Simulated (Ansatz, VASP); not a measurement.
Ta2N in VASP and in Ansatz

File POSCAR:

```
Ta2N
1.0
    3.0493158896      0.0000000000      0.0000000000
   -1.5246579448      2.6407850245      0.0000000000
    0.0000000000      0.0000000000      4.7704285953
Ta N
2 1
Direct
    0.3333333333      0.6666666667      0.2547110000
    0.6666666667      0.3333333333      0.7452890000
    0.0000000000      0.0000000000      0.0000000000
```

INCAR.step1

```
ALGO = Normal ; EDIFF = 1E-5
ENCUT = 660 ; GGA = PE
GGA_COMPAT = F ; ISMEAR = -1
LASPH = T ; LCHARG = F
LREAL = F ; LWAVE = T
NBANDS = 22 ; NELM = 120
PREC = Accurate ; SIGMA = 0.05
```

INCAR.step2

```
ALGO = Normal ; EDIFF = 1E-6
ENCUT = 660 ; GGA_COMPAT = F
ISIF = 2 ; ISMEAR = -1
ISTART = 1 ; LASPH = T
LCHARG = F ; LMIXTAU = T
LREAL = F ; LWAVE = F
METAGGA = R2SCAN ; NBANDS = 22
NELM = 120 ; PREC = Accurate
SIGMA = 0.05
```

KPOINTS

```
k-points
0
Gamma
  10 10 6
```

The input input.yaml:

```yaml
crystal:
  lattice:
    - [3.0493158896, 0.0, 0.0]
    - [-1.5246579448, 2.6407850245, 0.0]
    - [0.0, 0.0, 4.7704285953]
  atoms:
    - { symbol: Ta, position: [0.3333333333, 0.6666666667, 0.254711] }
    - { symbol: Ta, position: [0.6666666667, 0.3333333333, 0.745289] }
    - { symbol: "N", position: [0.0, 0.0, 0.0] }
hamiltonian:
  xc: r2scan
  pseudopotentials: { kind: paw }
kpoints:
  mp_grid: { grid: [10, 10, 6] }
scf:
  occupations: { method: fermi_dirac, width: 0.05 }
output:
  forces: true
  stress: true
  eigenvalues: true
  write_density: true
  write_potential: true
  elf: true
  volumetric_format: npy
```

Alike in both runs: task single point; functional r2SCAN; k mesh 10 × 10 × 6; occupations fermi-dirac, width 0.05 eV; no spin polarisation.

|  | VASP | Ansatz |
| --- | --- | --- |
| version | VASP 6.6.1 | Ansatz 0.2.0 |
| potentials or method | VASP PAW PBE potentials, release 64 (Ta_sv_GW, N) | Ansatz PAW |
| plane-wave cutoff (eV) | 660 | 500 |
| valence electrons in the cell | 31 | 31 |

|  | VASP | Ansatz | Ansatz less VASP |
| --- | --- | --- | --- |
| gap on the k mesh at the Fermi level (eV) | none | none | - |
| pressure (GPa) | 14.2 | 14.3 | +0.14 |
| traceless stress, the component that is largest in VASP (GPa) | 2.21 | 2.26 | +0.055 |
| rms of the force components (eV/Å) | 0.258 | 0.230 | -0.0285 |

VASP's potentials were made for PBE, not for r2SCAN. Atom by atom the forces differ by 0.029 eV/Å (rms over components). A gap of «none» marks a metal or a gap that the smearing closes. With one functional, cell and mesh, what is left measures potentials, basis and numerics.

Neither program's run includes spin-orbit coupling.
